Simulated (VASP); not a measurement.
# LiPb2 (Pn-3m) in VASP: relaxation of cell and atoms with PBE

Aim: the relaxation of cell and atoms of LiPb2 with PBE.

Everything below comes from runs of VASP 6.6.1. Logs are shortened: lines on timing, memory, paths and dates and some standing lists are left out, and cuts for length are marked.

## (1) The cell of the first run

The structure is cubic, space group Pn-3m (No. 224). The conventional cell has a = 5.773 Å, b = 5.773 Å, c = 5.773 Å, α = 90.00°, β = 90.00°, γ = 90.00°. Within 3.3 Å of Li (site symmetry -43m) lie 4 Pb at 2.50 Å. Pb (site symmetry -3m) has 2 Li at 2.50 Å within 3.3 Å.

## (2) Relaxation of cell and atoms, PBE

File INCAR:

```
SYSTEM = LiPb2
  PREC = Accurate
  ENCUT = 600
  EDIFF = 1E-7
  ISMEAR = 0
  SIGMA = 0.1
  LREAL = .False.
  LASPH = .True.
  NELM = 100
  ALGO = Fast
  ISIF = 3
  LWAVE = .False.
  LCHARG = .False.
  GGA = PE
  IBRION = 2
  NSW = 100
  EDIFFG = -0.01
```

File KPOINTS:

```
Automatic mesh
0
Gamma
  8 8 8
  0 0 0
```

File POSCAR:

```
LiPb2
1.0
    5.7726558509      0.0000000000      0.0000000000
    0.0000000000      5.7726558509      0.0000000000
    0.0000000000      0.0000000000      5.7726558509
Li Pb
2 4
Direct
    0.0000000000      0.0000000000      0.0000000000
    0.5000000000      0.5000000000      0.5000000000
    0.2500000000      0.2500000000      0.2500000000
    0.2500000000      0.7500000000      0.7500000000
    0.7500000000      0.7500000000      0.2500000000
    0.7500000000      0.2500000000      0.7500000000
```

Potentials or basis: VASP PAW PBE potentials, release 64 (Li_sv, Pb_d).

The run is started by

```bash
$ cat potpaw_PBE.64/Li_sv/POTCAR potpaw_PBE.64/Pb_d/POTCAR > POTCAR
$ mpirun -np 1 vasp_std > vasp.out
```

OUTCAR:

```text
SYSTEM = LiPb2
   PREC = Accurate
   ENCUT = 600
   EDIFF = 1E-7
   ISMEAR = 0
   LREAL = .False.
   LASPH = .True.
   NELM = 100
   ISIF = 3
   GGA = PE
   IBRION = 2
   NSW = 100
   EDIFFG = -0.01

 ion  position               nearest neighbor table
   1  0.000  0.000  0.000-   3 2.50   4 2.50   5 2.50   6 2.50
   2  0.500  0.500  0.500-   3 2.50   4 2.50   5 2.50   6 2.50
   3  0.250  0.250  0.250-   1 2.50   2 2.50   4 4.08   5 4.08   6 4.08   4 4.08   6 4.08   4 4.08
                             5 4.08   4 4.08   5 4.08   6 4.08   6 4.08   5 4.08
   4  0.250  0.750  0.750-   1 2.50   2 2.50   3 4.08   5 4.08   6 4.08   3 4.08   5 4.08   3 4.08
                             6 4.08   3 4.08   5 4.08   6 4.08   5 4.08   6 4.08
   5  0.750  0.750  0.250-   1 2.50   2 2.50   3 4.08   4 4.08   6 4.08   4 4.08   6 4.08   3 4.08
                             6 4.08   6 4.08   3 4.08   4 4.08   4 4.08   3 4.08
   6  0.750  0.250  0.750-   1 2.50   2 2.50   3 4.08   4 4.08   5 4.08   3 4.08   5 4.08   4 4.08
                             5 4.08   5 4.08   3 4.08   4 4.08   3 4.08   4 4.08

  LATTYP: Found a simple cubic cell.
 ALAT       =     5.7726558509

  Lattice vectors:

 A1 = (   5.7726558509,   0.0000000000,   0.0000000000)
 A2 = (   0.0000000000,   5.7726558509,   0.0000000000)
 A3 = (   0.0000000000,   0.0000000000,   5.7726558509)

Analysis of symmetry for initial positions (statically):
=====================================================================
 Subroutine PRICEL returns:
 Original cell was already a primitive cell.

 Routine SETGRP: Setting up the symmetry group for a
 simple cubic supercell.

 Subroutine GETGRP returns: Found 48 space group operations
 (whereof 24 operations were pure point group operations)
 out of a pool of 48 trial point group operations.

The static configuration has the point symmetry T_d .
 The point group associated with its full space group is O_h .

Analysis of symmetry for dynamics (positions and initial velocities):
=====================================================================
 Subroutine PRICEL returns:
 Original cell was already a primitive cell.

 Routine SETGRP: Setting up the symmetry group for a
 simple cubic supercell.

 Subroutine GETGRP returns: Found 48 space group operations
 (whereof 24 operations were pure point group operations)
 out of a pool of 48 trial point group operations.

The dynamic configuration has the point symmetry T_d .
 The point group associated with its full space group is O_h .

 Subroutine INISYM returns: Found 48 space group operations
 (whereof 24 operations are pure point group operations),
 and found     1 'primitive' translations

----------------------------------------------------------------------------------------

                                     Primitive cell

  volume of cell :     192.3654

  direct lattice vectors                    reciprocal lattice vectors
     5.772655851  0.000000000  0.000000000     0.173230490  0.000000000  0.000000000
     0.000000000  5.772655851  0.000000000     0.000000000  0.173230490  0.000000000
     0.000000000  0.000000000  5.772655851     0.000000000  0.000000000  0.173230490

  length of vectors
     5.772655851  5.772655851  5.772655851     0.173230490  0.173230490  0.173230490

  position of ions in fractional coordinates (direct lattice)
     0.000000000  0.000000000  0.000000000
     0.500000000  0.500000000  0.500000000
     0.250000000  0.250000000  0.250000000
     0.250000000  0.750000000  0.750000000
     0.750000000  0.750000000  0.250000000
     0.750000000  0.250000000  0.750000000

  ion indices of the primitive-cell ions
   primitive index   ion index
                 1           1
                 2           2
                 3           3
                 4           4
                 5           5
                 6           6

----------------------------------------------------------------------------------------

 KPOINTS: Automatic mesh

Automatic generation of k-mesh.
 Grid dimensions read from file:
 generate k-points for:    8    8    8

 Generating k-lattice:

  Cartesian coordinates                     Fractional coordinates (reciprocal lattice)
     0.021653811  0.000000000  0.000000000     0.125000000  0.000000000  0.000000000
     0.000000000  0.021653811  0.000000000     0.000000000  0.125000000  0.000000000
     0.000000000  0.000000000  0.021653811     0.000000000  0.000000000  0.125000000

  Length of vectors
     0.021653811  0.021653811  0.021653811

  Shift w.r.t. Gamma in fractional coordinates (k-lattice)
     0.000000000  0.000000000  0.000000000

 Subroutine IBZKPT returns following result:
 ===========================================

 Found     35 irreducible k-points:

 Following reciprocal coordinates:
            Coordinates               Weight
  0.000000  0.000000  0.000000      1.000000
  0.125000  0.000000  0.000000      6.000000
  0.250000  0.000000  0.000000      6.000000
  0.375000  0.000000  0.000000      6.000000
  0.500000  0.000000  0.000000      3.000000
  0.125000  0.125000  0.000000     12.000000
[... 16 lines left out ...]
  0.375000  0.375000  0.125000     24.000000
  0.500000  0.375000  0.125000     24.000000
 [... further k-points ...]
   k-points           NKPTS =     35   k-points in BZ     NKDIM =     35   number of bands    NBANDS=     37
   number of dos      NEDOS =    301   number of ions     NIONS =      6
   total plane-waves  NPLWV = 110592
   dimension x,y,z NGX =    48 NGY =   48 NGZ =   48
   dimension x,y,z NGXF=    96 NGYF=   96 NGZF=   96
   ions per type =               2   4
   NGX,Y,Z   is equivalent  to a cutoff of  13.82, 13.82, 13.82 a.u.
   NGXF,Y,Z  is equivalent  to a cutoff of  27.65, 27.65, 27.65 a.u.
 SYSTEM =  LiPb2
   PREC   = accura    normal or accurate (medium, high low for compatibility)
   ISTART =      0    job   : 0-new  1-cont  2-samecut
   ICHARG =      2    charge: 1-file 2-atom 10-const
   ISPIN  =      1    spin polarized calculation?
   LNONCOLLINEAR =      F non collinear calculations
   LSORBIT =      F    spin-orbit coupling
   LASPH  =      T    aspherical Exc in radial PAW
   ENCUT  =  600.0 eV  44.10 Ry    6.64 a.u.  11.53 11.53 11.53*2*pi/ulx,y,z
   NELM   =    100;   NELMIN=  2; NELMDL= -5     # of ELM steps
   EDIFF  = 0.1E-06   stopping-criterion for ELM
   LREAL  =      F    real-space projection
   EDIFFG = -.1E-01   stopping-criterion for IOM
   NSW    =    100    number of steps for IOM
   IBRION =      2    ionic relax: 0-MD 1-quasi-New 2-CG
   NFREE  =      1    steps in history (QN), initial steepest desc. (CG)
   ISIF   =      3    stress and relaxation
   ISYM   =      2    0-nonsym 1-usesym 2-fastsym
   POTIM  = 0.5000    time-step for ionic-motion
   TEBEG  =    0.0;   TEEND  =   0.0 temperature during run
   PSTRESS=    0.0 pullay stress
   NELECT =      62.0000    total number of electrons
   NUPDOWN=      -1.0000    fix difference up-down
   EMIN   =  10.00;   EMAX   =-10.00  energy-range for DOS
   EFERMI =   0.00;   METHOD = LEGACY
   ISMEAR =     0;   SIGMA  =   0.10  broadening in eV -4-tet -1-fermi 0-gaus
   EFERMI_NEDOS =   21; number of points for ismear=-14 and -15
   IALGO  =     68    algorithm
   IMIX   =      4    mixing-type and parameters
     AMIX     =   0.40;   BMIX     =  1.00
     AMIX_MAG =   1.60;   BMIX_MAG =  1.00
  volume/ion in A,a.u.               =      32.06       216.36
  Fermi-wavevector in a.u.,A,eV,Ry     =   1.122440  2.121104 17.141587  1.259871
  Thomas-Fermi vector in A             =   2.259100
   LORBIT       =      0    0 simple, 1 ext, 2 COOP (PROOUT), +10 PAW based schemes
   GGA     = PE    functional components
   LHFCALC =     F    Hartree Fock is set to
   AEXX    =    0.0000 exact exchange contribution
   IVDW    =     0    specifies the selected vdW correction
   LEPSILON=     F    determine dielectric tensor
   LRPA    =     F    only Hartree local field effects (RPA)
 conjugate gradient relaxation of ions
 non-spin polarized calculation
 RMM-DIIS sequential band-by-band and
 Gauss-broadening in eV      SIGMA  =   0.10
  energy-cutoff  :      600.00
  volume of cell :      192.37
 maximum number of plane-waves:      6488
 NGX is ok and might be reduce to    48
   NGX = 23   NGY = 23   NGZ = 23

--------------------------------------- Ionic step        1  -------------------------------------------

 number of electron      62.0000006 magnetization

 Free energy of the ion-electron system (eV)
  ---------------------------------------------------
  ext. energy  EPLUGINS =         0.00000000
  ---------------------------------------------------
  free energy    TOTEN  =       -14.32217923 eV

  energy without entropy =      -14.29280785  energy(sigma->0) =      -14.30749354

------------------------ aborting loop EDIFF was not reached (unconverged)  ----------------------------

  FORCE on cell =-STRESS in cart. coord.  units (eV):
  Direction    XX          YY          ZZ          XY          YZ          ZX
  --------------------------------------------------------------------------------------
  -------------------------------------------------------------------------------------
  Total        1.0268062      1.0268062      1.0268062      0.0000000     -0.0000000      0.0000000
  in kB        8.5520857      8.5520857      8.5520857      0.0000000     -0.0000000      0.0000000
  external PRESSURE =       8.5520857 kB  Pullay stress =       0.0000000 kB

 VOLUME and BASIS-vectors are now :
 -----------------------------------------------------------------------------
  energy-cutoff  :      600.00
  volume of cell :      192.37
      direct lattice vectors                 reciprocal lattice vectors
     5.772655851  0.000000000  0.000000000     0.173230490  0.000000000  0.000000000
     0.000000000  5.772655851  0.000000000     0.000000000  0.173230490  0.000000000
     0.000000000  0.000000000  5.772655851     0.000000000  0.000000000  0.173230490
[... 16 lines left out ...]
  energy  without entropy=      -14.2928078481  energy(sigma->0) =      -14.30749354

--------------------------------------- Ionic step        2  -------------------------------------------

 number of electron      61.9999986 magnetization

------------------------ aborting loop EDIFF was not reached (unconverged)  ----------------------------

  FORCE on cell =-STRESS in cart. coord.  units (eV):
  Direction    XX          YY          ZZ          XY          YZ          ZX
  --------------------------------------------------------------------------------------
  -------------------------------------------------------------------------------------
  Total       -0.2795200     -0.2795200     -0.2795200     -0.0000000     -0.0000000      0.0000000
  in kB       -2.2713497     -2.2713497     -2.2713497     -0.0000000     -0.0000000      0.0000000
  external PRESSURE =      -2.2713497 kB  Pullay stress =       0.0000000 kB

 VOLUME and BASIS-vectors are now :
 -----------------------------------------------------------------------------
  energy-cutoff  :      600.00
  volume of cell :      197.17
      direct lattice vectors                 reciprocal lattice vectors
     5.820314757  0.000000000  0.000000000     0.171812014 -0.000000000  0.000000000
     0.000000000  5.820314757  0.000000000    -0.000000000  0.171812014  0.000000000
    -0.000000000 -0.000000000  5.820314757    -0.000000000 -0.000000000  0.171812014
[... 96 lines left out ...]
  energy  without entropy=      -15.0938516777  energy(sigma->0) =      -15.10896747

--------------------------------------- Ionic step        5  -------------------------------------------

 number of electron      61.9999996 magnetization

 Free energy of the ion-electron system (eV)
  ---------------------------------------------------
  ext. energy  EPLUGINS =         0.00000000
  ---------------------------------------------------
  free energy    TOTEN  =       -15.12454282 eV

  energy without entropy =      -15.09443556  energy(sigma->0) =      -15.10948919

 E-fermi :   3.6706     XC(G=0):  -8.5368

 val. band max:        3.6377035905   @ k =   0.5000   0.2500   0.1250
 cond. band min:       3.6841266878   @ k =   0.5000   0.3750   0.1250
 fundamental gap:      0.0464230973
 Fermi energy:         3.6706297195

 k-point     1 :       0.0000    0.0000    0.0000
  band No.  band energies     occupation
      1     -42.4338      2.00000
      2     -42.4329      2.00000
      3     -13.3950      2.00000
      4     -13.3642      2.00000
      5     -13.3642      2.00000
      6     -13.3642      2.00000
[... 949 lines left out ...]
     36       5.8542      0.00000
     37       6.6073      0.00000

 [... further k-points ...]

------------------------ aborting loop because EDIFF is reached ----------------------------------------

  FORCE on cell =-STRESS in cart. coord.  units (eV):
  Direction    XX          YY          ZZ          XY          YZ          ZX
  --------------------------------------------------------------------------------------
  -------------------------------------------------------------------------------------
  Total       -0.0202981     -0.0202981     -0.0202981      0.0000000      0.0000000      0.0000000
  in kB       -0.1667100     -0.1667100     -0.1667100      0.0000000      0.0000000      0.0000000
  external PRESSURE =      -0.1667100 kB  Pullay stress =       0.0000000 kB
[... 21 lines left out ...]
  FREE ENERGIE OF THE ION-ELECTRON SYSTEM (eV)
  ---------------------------------------------------
  free  energy   TOTEN  =       -15.1245428228 eV

  energy  without entropy=      -15.0944355565  energy(sigma->0) =      -15.10948919

 reached required accuracy - stopping structural energy minimisation
```

Wall time 42 min (1 thread of Intel Xeon 6975P-C (Granite Rapids), shared host); peak memory 0.52 GiB.

Results:

```
Free energy                           : -15.1245 eV
Relaxed volume                        : 32.51 Å³/atom
Relaxed cell                          : a = 5.800 Å, b = 5.800 Å, c = 5.800 Å, α = 90.00°, β = 90.00°, γ = 90.00°
Space group after relaxing (to 0.1 Å) : Pn-3m (No. 224)
Energy gained by relaxing             : 133.7 meV/atom
Ionic steps                           : 5
Pressure after relaxing               : 0.0 GPa
Band gap on the k mesh                : zero (bands 31 and 32 overlap by 2.47 eV)
```

Step by step:
| step | energy change (eV) | largest force (eV/Å) | pressure (GPa) | volume (Å³) |
| --- | --- | --- | --- | --- |
| 1 | 0.0000 | 0.0000 | 0.86 | 192.37 |
| 2 | -0.7965 | 0.0000 | -0.23 | 197.17 |
| 3 | -0.8008 | 0.0000 | -0.23 | 197.16 |
| 4 | -0.8019 | 0.0000 | -0.12 | 196.13 |
| 5 | -0.8024 | 0.0000 | -0.02 | 195.08 |

Final structure:
```
Li Pb
1.0
     5.79965    0.00000    0.00000
     0.00000    5.79965    0.00000
     0.00000    0.00000    5.79965
Li Pb
2 4
Direct
  0.00000 0.00000 0.00000
  0.50000 0.50000 0.50000
  0.25000 0.25000 0.25000
  0.25000 0.75000 0.75000
  0.75000 0.75000 0.25000
  0.75000 0.25000 0.75000
```

Levels at points of the mesh, in eV from the Fermi level:
```
           k point  band 29  band 30  band 31  band 32  band 33  band 34
(0.00, 0.00, 0.00)    -1.85    -0.03    -0.03    -0.03     1.48     1.48
(0.50, 0.00, 0.00)    -0.67    -0.67    -0.44    -0.44     0.40     0.40
(0.50, 0.50, 0.00)    -1.06    -1.06    -0.32    -0.32     0.36     0.36
(0.50, 0.50, 0.50)    -2.75    -2.71     1.98     1.98     1.98     3.05
```

Caveat: the cutoff is under 1.25 times the usual one of these potentials, so pressure, stress and relaxed cells hold a basis-set (Pulay) error; spin-orbit coupling is left out, which moves the levels of the heavy elements.

The gap in the log of VASP goes by the Fermi energy; the results here count the filled bands.